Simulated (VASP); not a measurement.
# ZnS (F-43m) in VASP: further runs

The runs below take ZnS through single point, with PBEsol.

Everything below comes from runs of VASP 6.6.1. Logs are shortened: lines on timing, memory, paths and dates and some standing lists are left out, and cuts for length are marked.

**The experiment to reproduce.**

From “Electronic, vibrational, and thermodynamic properties of ZnS (zincblende and rocksalt structure)”, 2009, arxiv:0911.5022, for a bulk crystal of ZnS at 19 K: band gap 3.85 eV (direct).

The runs below are set against these values where they give the same quantity.

## 1. The cell of the first run

It takes space group F-43m (No. 216, cubic). The conventional cell has a = 5.357 Å, b = 5.357 Å, c = 5.357 Å, α = 90.00°, β = 90.00°, γ = 90.00°. Within 3.1 Å of Zn (site symmetry -43m) lie 4 S at 2.32 Å. Within 3.1 Å of S (site symmetry -43m) lie 4 Zn at 2.32 Å.

## 2. Single point, PBEsol

File INCAR:

```
SYSTEM = ZnS
PREC = Accurate ; ENCUT = 520
EDIFF = 1E-6 ; ISMEAR = 0
SIGMA = 0.05 ; LREAL = .FALSE.
LASPH = .TRUE. ; NELM = 80
ALGO = Normal ; ISIF = 2
LWAVE = .FALSE. ; LCHARG = .FALSE.
GGA = PS ; NBANDS = 16
```

File KPOINTS:

```
regular mesh
0
G
  10 10 10
  0 0 0
```

File POSCAR:

```
ZnS
1.0
    0.0000000000      2.6782590749      2.6782590749
    2.6782590749      0.0000000000      2.6782590749
    2.6782590749      2.6782590749      0.0000000000
Zn S
1 1
Direct
    0.0000000000      0.0000000000      0.0000000000
    0.7500000000      0.7500000000      0.7500000000
```

Potentials or basis: VASP PAW PBE potentials, release 64 (Zn, S).

Run with:

```console
$ cat potpaw_PBE.64/Zn/POTCAR potpaw_PBE.64/S/POTCAR > POTCAR
$ mpirun -np 1 vasp_std > vasp.out
```

OUTCAR:

```text
SYSTEM = ZnS
   PREC = Accurate
   ENCUT = 520
   EDIFF = 1E-6
   ISMEAR = 0
   LREAL = .FALSE.
   LASPH = .TRUE.
   NELM = 80
   ISIF = 2
   GGA = PS

 ion  position               nearest neighbor table
   1  0.000  0.000  0.000-   2 2.32   2 2.32   2 2.32   2 2.32
   2  0.750  0.750  0.750-   1 2.32   1 2.32   1 2.32   1 2.32

  LATTYP: Found a face centered cubic cell.
 ALAT       =     5.3565181498

  Lattice vectors:

 A1 = (   0.0000000000,   2.6782590749,   2.6782590749)
 A2 = (   2.6782590749,   0.0000000000,   2.6782590749)
 A3 = (   2.6782590749,   2.6782590749,   0.0000000000)

Analysis of symmetry for initial positions (statically):
=====================================================================
 Subroutine PRICEL returns:
 Original cell was already a primitive cell.

 Routine SETGRP: Setting up the symmetry group for a
 face centered cubic supercell.

 Subroutine GETGRP returns: Found 24 space group operations
 (whereof 24 operations were pure point group operations)
 out of a pool of 48 trial point group operations.

The static configuration has the point symmetry T_d .

Analysis of symmetry for dynamics (positions and initial velocities):
=====================================================================
 Subroutine PRICEL returns:
 Original cell was already a primitive cell.

 Routine SETGRP: Setting up the symmetry group for a
 face centered cubic supercell.

 Subroutine GETGRP returns: Found 24 space group operations
 (whereof 24 operations were pure point group operations)
 out of a pool of 48 trial point group operations.

The dynamic configuration has the point symmetry T_d .

 Subroutine INISYM returns: Found 24 space group operations
 (whereof 24 operations are pure point group operations),
 and found     1 'primitive' translations

----------------------------------------------------------------------------------------

                                     Primitive cell

  volume of cell :      38.4227

  direct lattice vectors                    reciprocal lattice vectors
     0.000000000  2.678259075  2.678259075    -0.186688437  0.186688437  0.186688437
     2.678259075  0.000000000  2.678259075     0.186688437 -0.186688437  0.186688437
     2.678259075  2.678259075  0.000000000     0.186688437  0.186688437 -0.186688437

  length of vectors
     3.787630307  3.787630307  3.787630307     0.323353858  0.323353858  0.323353858

  position of ions in fractional coordinates (direct lattice)
     0.000000000  0.000000000  0.000000000
     0.750000000  0.750000000  0.750000000

  ion indices of the primitive-cell ions
   primitive index   ion index
                 1           1
                 2           2

----------------------------------------------------------------------------------------

 KPOINTS: regular mesh

Automatic generation of k-mesh.
 Grid dimensions read from file:
 generate k-points for:   10   10   10

 Generating k-lattice:

  Cartesian coordinates                     Fractional coordinates (reciprocal lattice)
    -0.018668844  0.018668844  0.018668844     0.100000000  0.000000000  0.000000000
     0.018668844 -0.018668844  0.018668844     0.000000000  0.100000000  0.000000000
     0.018668844  0.018668844 -0.018668844     0.000000000  0.000000000  0.100000000

  Length of vectors
     0.032335386  0.032335386  0.032335386

  Shift w.r.t. Gamma in fractional coordinates (k-lattice)
     0.000000000  0.000000000  0.000000000

 Subroutine IBZKPT returns following result:
 ===========================================

 Found     47 irreducible k-points:

 Following reciprocal coordinates:
            Coordinates               Weight
  0.000000  0.000000  0.000000      1.000000
  0.100000  0.000000  0.000000      8.000000
  0.200000  0.000000  0.000000      8.000000
  0.300000  0.000000  0.000000      8.000000
  0.400000  0.000000  0.000000      8.000000
  0.500000  0.000000  0.000000      4.000000
[... 16 lines left out ...]
  0.300000  0.300000  0.000000      6.000000
  0.400000  0.300000  0.000000     24.000000
 [... further k-points ...]
   k-points           NKPTS =     47   k-points in BZ     NKDIM =     47   number of bands    NBANDS=     16
   number of dos      NEDOS =    301   number of ions     NIONS =      2
   total plane-waves  NPLWV =  21952
   dimension x,y,z NGX =    28 NGY =   28 NGZ =   28
   dimension x,y,z NGXF=    56 NGYF=   56 NGZF=   56
   ions per type =               1   1
   NGX,Y,Z   is equivalent  to a cutoff of  12.29, 12.29, 12.29 a.u.
   NGXF,Y,Z  is equivalent  to a cutoff of  24.58, 24.58, 24.58 a.u.
 SYSTEM =  ZnS
   PREC   = accura    normal or accurate (medium, high low for compatibility)
   ISTART =      0    job   : 0-new  1-cont  2-samecut
   ICHARG =      2    charge: 1-file 2-atom 10-const
   ISPIN  =      1    spin polarized calculation?
   LNONCOLLINEAR =      F non collinear calculations
   LSORBIT =      F    spin-orbit coupling
   LASPH  =      T    aspherical Exc in radial PAW
   ENCUT  =  520.0 eV  38.22 Ry    6.18 a.u.   7.04  7.04  7.04*2*pi/ulx,y,z
   NELM   =     80;   NELMIN=  2; NELMDL= -5     # of ELM steps
   EDIFF  = 0.1E-05   stopping-criterion for ELM
   LREAL  =      F    real-space projection
   EDIFFG = 0.1E-04   stopping-criterion for IOM
   NSW    =      0    number of steps for IOM
   IBRION =     -1    ionic relax: 0-MD 1-quasi-New 2-CG
   NFREE  =      0    steps in history (QN), initial steepest desc. (CG)
   ISIF   =      2    stress and relaxation
   ISYM   =      2    0-nonsym 1-usesym 2-fastsym
   POTIM  = 0.5000    time-step for ionic-motion
   TEBEG  =    0.0;   TEEND  =   0.0 temperature during run
   PSTRESS=    0.0 pullay stress
   NELECT =      18.0000    total number of electrons
   NUPDOWN=      -1.0000    fix difference up-down
   EMIN   =  10.00;   EMAX   =-10.00  energy-range for DOS
   EFERMI =   0.00;   METHOD = LEGACY
   ISMEAR =     0;   SIGMA  =   0.05  broadening in eV -4-tet -1-fermi 0-gaus
   EFERMI_NEDOS =   21; number of points for ismear=-14 and -15
   IALGO  =     38    algorithm
   IMIX   =      4    mixing-type and parameters
     AMIX     =   0.40;   BMIX     =  1.00
     AMIX_MAG =   1.60;   BMIX_MAG =  1.00
  volume/ion in A,a.u.               =      19.21       129.64
  Fermi-wavevector in a.u.,A,eV,Ry     =   1.271461  2.402713 21.995360  1.616613
  Thomas-Fermi vector in A             =   2.404393
   LORBIT       =      0    0 simple, 1 ext, 2 COOP (PROOUT), +10 PAW based schemes
   GGA     = PS    functional components
   LHFCALC =     F    Hartree Fock is set to
   AEXX    =    0.0000 exact exchange contribution
   IVDW    =     0    specifies the selected vdW correction
   LEPSILON=     F    determine dielectric tensor
   LRPA    =     F    only Hartree local field effects (RPA)
 non-spin polarized calculation
 Gauss-broadening in eV      SIGMA  =   0.05
  energy-cutoff  :      520.00
  volume of cell :       38.42
 maximum number of plane-waves:      1056
   NGX = 15   NGY = 15   NGZ = 15

 number of electron      18.0000015 magnetization

 Free energy of the ion-electron system (eV)
  ---------------------------------------------------
  ext. energy  EPLUGINS =         0.00000000
  ---------------------------------------------------
  free energy    TOTEN  =        -7.58892513 eV

  energy without entropy =       -7.58892513  energy(sigma->0) =       -7.58892513

 E-fermi :   2.5131     XC(G=0):  -9.9747

 val. band max:        2.2640538011   @ k =   0.0000   0.0000   0.0000
 cond. band min:       4.3567714748   @ k =   0.0000   0.0000   0.0000
 fundamental gap:      2.0927176737
 Fermi energy:         2.5130736191

 k-point     1 :       0.0000    0.0000    0.0000
  band No.  band energies     occupation
      1     -11.0805      2.00000
      2      -4.2184      2.00000
      3      -4.2184      2.00000
      4      -4.2184      2.00000
      5      -3.6874      2.00000
      6      -3.6874      2.00000
[... 8 lines left out ...]
     15      14.0311      0.00000
     16      14.0517      0.00000

 k-point     2 :       0.1000    0.0000    0.0000
  band No.  band energies     occupation
      1     -11.0002      2.00000
      2      -4.2212      2.00000
      3      -4.2038      2.00000
      4      -4.2038      2.00000
      5      -3.6888      2.00000
      6      -3.6888      2.00000
[... 8 lines left out ...]
     15      13.5517      0.00000
     16      14.6501      0.00000

 k-point     3 :       0.2000    0.0000    0.0000
  band No.  band energies     occupation
      1     -10.7779      2.00000
      2      -4.2105      2.00000
      3      -4.1676      2.00000
      4      -4.1676      2.00000
      5      -3.6891      2.00000
      6      -3.6891      2.00000
[... 8 lines left out ...]
     15      13.1090      0.00000
     16      14.6444      0.00000

 k-point     4 :       0.3000    0.0000    0.0000
  band No.  band energies     occupation
      1     -10.4743      2.00000
      2      -4.1308      2.00000
      3      -4.1291      2.00000
      4      -4.1291      2.00000
      5      -3.6802      2.00000
      6      -3.6802      2.00000
[... 8 lines left out ...]
     15      13.4940      0.00000
     16      14.0676      0.00000

 k-point     5 :       0.4000    0.0000    0.0000
  band No.  band energies     occupation
      1     -10.1988      2.00000
      2      -4.1047      2.00000
      3      -4.1047      2.00000
      4      -3.8942      2.00000
      5      -3.6637      2.00000
      6      -3.6637      2.00000
[... 8 lines left out ...]
     15      14.6777      0.00000
     16      14.6777      0.00000

 k-point     6 :       0.5000    0.0000    0.0000
  band No.  band energies     occupation
      1     -10.0848      2.00000
      2      -4.0972      2.00000
      3      -4.0972      2.00000
      4      -3.6548      2.00000
      5      -3.6548      2.00000
      6      -3.4821      2.00000
[... 8 lines left out ...]
     15      15.7216      0.00000
     16      15.7216      0.00000

 k-point     7 :       0.1000    0.1000    0.0000
  band No.  band energies     occupation
      1     -10.9734      2.00000
      2      -4.2355      2.00000
      3      -4.1919      2.00000
      4      -4.1919      2.00000
      5      -3.6996      2.00000
      6      -3.6796      2.00000
[... 8 lines left out ...]
     15      14.1629      0.00000
     16      14.9498      0.00000

 k-point     8 :       0.2000    0.1000    0.0000
  band No.  band energies     occupation
      1     -10.7982      2.00000
      2      -4.2406      2.00000
      3      -4.1578      2.00000
      4      -4.1559      2.00000
      5      -3.7088      2.00000
      6      -3.6726      2.00000
[... 8 lines left out ...]
     15      14.0094      0.00000
     16      15.6640      0.00000

 k-point     9 :       0.3000    0.1000    0.0000
  band No.  band energies     occupation
      1     -10.5200      2.00000
      2      -4.2001      2.00000
      3      -4.1140      2.00000
      4      -4.1097      2.00000
      5      -3.7044      2.00000
      6      -3.6635      2.00000
[... 8 lines left out ...]
     15      14.1944      0.00000
     16      15.0932      0.00000
[... 172 lines left out ...]
 k-point    19 :       0.5000    0.2000    0.0000
  band No.  band energies     occupation
      1      -9.9811      2.00000
      2      -4.1214      2.00000
      3      -4.0164      2.00000
      4      -3.8415      2.00000
      5      -3.6460      2.00000
      6      -3.5279      2.00000
[... 8 lines left out ...]
     15      15.7912      0.00000
     16      16.8074      0.00000

 k-point    20 :      -0.4000    0.2000    0.0000
  band No.  band energies     occupation
      1      -9.9549      2.00000
      2      -4.0993      2.00000
      3      -4.0258      2.00000
      4      -3.7505      2.00000
      5      -3.6708      2.00000
      6      -3.4753      2.00000
[... 8 lines left out ...]
     15      14.2809      0.00000
     16      16.6282      0.00000

 k-point    21 :      -0.3000    0.2000    0.0000
  band No.  band energies     occupation
      1     -10.1125      2.00000
      2      -4.0942      2.00000
      3      -4.0563      2.00000
      4      -3.9313      2.00000
      5      -3.6993      2.00000
      6      -3.6235      2.00000
[... 8 lines left out ...]
     15      15.4798      0.00000
     16      16.7567      0.00000

 k-point    22 :      -0.2000    0.2000    0.0000
  band No.  band energies     occupation
      1     -10.3716      2.00000
      2      -4.1291      2.00000
      3      -4.1026      2.00000
      4      -4.0969      2.00000
      5      -3.7116      2.00000
      6      -3.6472      2.00000
[... 8 lines left out ...]
     15      15.1657      0.00000
     16      16.8700      0.00000

 k-point    23 :       0.3000    0.3000    0.0000
  band No.  band energies     occupation
      1     -10.2709      2.00000
      2      -4.2963      2.00000
      3      -4.0061      2.00000
      4      -4.0061      2.00000
      5      -3.7242      2.00000
      6      -3.6339      2.00000
[... 8 lines left out ...]
     15      15.1243      0.00000
     16      18.9564      0.00000

 k-point    24 :       0.4000    0.3000    0.0000
  band No.  band energies     occupation
      1     -10.0533      2.00000
      2      -4.2645      2.00000
      3      -3.9581      2.00000
      4      -3.9502      2.00000
      5      -3.6673      2.00000
      6      -3.6257      2.00000
[... 8 lines left out ...]
     15      15.6860      0.00000
     16      18.2043      0.00000

 [... further k-points ...]

------------------------ aborting loop because EDIFF is reached ----------------------------------------

  FORCE on cell =-STRESS in cart. coord.  units (eV):
  Direction    XX          YY          ZZ          XY          YZ          ZX
  --------------------------------------------------------------------------------------
  -------------------------------------------------------------------------------------
  Total        0.0463939      0.0463939      0.0463939      0.0000000     -0.0000000     -0.0000000
  in kB        1.9345671      1.9345671      1.9345671      0.0000000     -0.0000000     -0.0000000
  external PRESSURE =       1.9345671 kB  Pullay stress =       0.0000000 kB

 VOLUME and BASIS-vectors are now :
 -----------------------------------------------------------------------------
  energy-cutoff  :      520.00
  volume of cell :       38.42
      direct lattice vectors                 reciprocal lattice vectors
     0.000000000  2.678259075  2.678259075    -0.186688437  0.186688437  0.186688437
     2.678259075  0.000000000  2.678259075     0.186688437 -0.186688437  0.186688437
     2.678259075  2.678259075  0.000000000     0.186688437  0.186688437 -0.186688437

 POSITION                                       TOTAL-FORCE (eV/Angst)
 -----------------------------------------------------------------------------------
      0.00000      0.00000      0.00000         0.000000     -0.000000     -0.000000
      4.01739      4.01739      4.01739        -0.000000      0.000000      0.000000
 -----------------------------------------------------------------------------------
    total drift:                               -0.000002     -0.000002     -0.000002

  FREE ENERGIE OF THE ION-ELECTRON SYSTEM (eV)
  ---------------------------------------------------
  free  energy   TOTEN  =        -7.5889251302 eV

  energy  without entropy=       -7.5889251302  energy(sigma->0) =       -7.58892513
```

Wall time 44 s (1 thread of Intel Xeon 8259CL, shared host); peak memory 0.17 GiB.

Results:

| Property | Result |
| --- | --- |
| Free energy | -7.5889 eV |
| Pressure | 0.2 GPa |
| Band gap on the k mesh | 2.09 eV |

Caveat: the PAW data sets were made with another functional, which shifts forces and pressure a little.

## 3. Single point, PBEsol

This run uses another cell than the first one: it holds 8 atoms, not 2.

File INCAR:

```
SYSTEM = ZnS
ALGO = Normal
EDIFF = 1E-7
ENCUT = 520
GGA = PS
ISIF = 2
ISMEAR = 0
LASPH = .True.
LCHARG = .False.
LREAL = .False.
LWAVE = .False.
NBANDS = 46
NELM = 80
PREC = Accurate
SIGMA = 0.05
```

File KPOINTS:

```
k-points
0
Gamma
  6 6 6
  0 0 0
```

File POSCAR:

```
ZnS
1.0
    5.3565181498      0.0000000000      0.0000000000
    0.0000000000     -5.3565181498      0.0000000000
    0.0000000000      0.0000000000     -5.3565181498
Zn S
4 4
Direct
    0.0000000000      0.0000000000      0.0000000000
    0.5000000000      0.5000000000      0.0000000000
    0.5000000000      0.0000000000      0.5000000000
    0.0000000000      0.5000000000      0.5000000000
    0.7500000000      0.7500000000      0.7500000000
    0.2500000000      0.2500000000      0.7500000000
    0.2500000000      0.7500000000      0.2500000000
    0.7500000000      0.2500000000      0.2500000000
```

Potentials or basis: VASP PAW PBE potentials, release 64 (Zn, S).

Run with:

```console
$ cat potpaw_PBE.64/Zn/POTCAR potpaw_PBE.64/S/POTCAR > POTCAR
$ mpirun -np 1 vasp_std > vasp.out
```

Wall time 3.6 min (1 thread of Intel Xeon 8259CL, shared host); peak memory 0.3 GiB.

It converged, with:

```yaml
Free_energy: -30.3561 eV
Pressure: 0.2 GPa
Band_gap_on_the_k_mesh: 2.09 eV
```

Levels at points of the mesh, in eV from the valence-band top:
| k point | band 32 | band 33 | band 34 | band 35 | band 36 | band 37 | band 38 | band 39 | band 40 | band 41 |
| --- | --- | --- | --- | --- | --- | --- | --- | --- | --- | --- |
| (0.00, 0.00, 0.00) | -2.35 | -2.35 | 0.00 | 0.00 | 0.00 | 2.09 | 3.18 | 3.18 | 3.18 | 3.96 |
| (0.50, 0.00, 0.00) | -2.64 | -1.31 | -1.31 | -1.31 | -1.31 | 4.32 | 4.32 | 4.56 | 4.56 | 5.56 |
| (0.50, 0.50, 0.00) | -2.66 | -0.96 | -0.96 | -0.96 | -0.96 | 4.82 | 4.82 | 4.82 | 4.82 | 6.59 |
| (0.50, 0.50, 0.50) | -0.92 | -0.92 | -0.92 | -0.92 | -0.92 | 3.25 | 3.25 | 3.25 | 3.25 | 6.82 |

Caveat: the PAW data sets were made with another functional, which shifts forces and pressure a little.

[end of part 1 of 2]
